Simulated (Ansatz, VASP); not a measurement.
## Two plane-wave programs on Mg2Zn3O5

```
Mg Zn O
1.0
    -1.51874    2.63732   -0.00264
    -3.03949   -0.00118   -0.00068
    -1.51659    0.86786   12.40052
Mg Zn O
2 3 5
Direct
  0.80060 0.80030 0.59879
  0.19929 0.19971 0.40122
  0.00007 0.99999 0.99999
  0.40088 0.40070 0.79753
  0.59919 0.59927 0.20247
  0.70026 0.70047 0.89868
  0.10251 0.10140 0.69494
  0.49996 0.50000 0.50000
  0.89747 0.89861 0.30506
  0.29978 0.29955 0.10131
```

Change from the starting cell: cell x1, atoms moved at random (sigma 0.1 Å) and cell strained at random (1.5 %), then relaxed without symmetry.

Alike in both runs: functional PBE; k mesh 6 × 6 × 6; occupations gaussian, width 0.1 eV; no spin polarisation.

Ansatz relaxed the structure, and its values are those at the end. VASP's run is a single point on that final structure, the one shown.

```csv
,VASP,Ansatz
version,VASP 6.6.1,Ansatz 0.2.0
potentials or method,"VASP PAW PBE potentials, release 64 (Mg, Zn, O), cutoff 520 eV","scalar-relativistic, plane waves, PAW"
valence electrons in the cell,70,86
```

VASP gave:

```
gap on the k mesh at the Fermi level (eV) : 1.65
least direct gap on the mesh (eV)         : 1.66
pressure (GPa)                            : 0.2
rms of the force components (eV/Å)        : 0.019
```

**Question.** Estimate Ansatz's values.

**Answer.** gap on the k mesh at the Fermi level (eV): 1.68; least direct gap on the mesh (eV): 1.68; pressure (GPa): 0.0; rms of the force components (eV/Å): 0.002.

The functional is the same, so the differences come from potentials, cutoffs and numerics. VASP's potentials hold 70 valence electrons a cell and Ansatz's 86, so a difference there can come from the potentials and not from the codes.
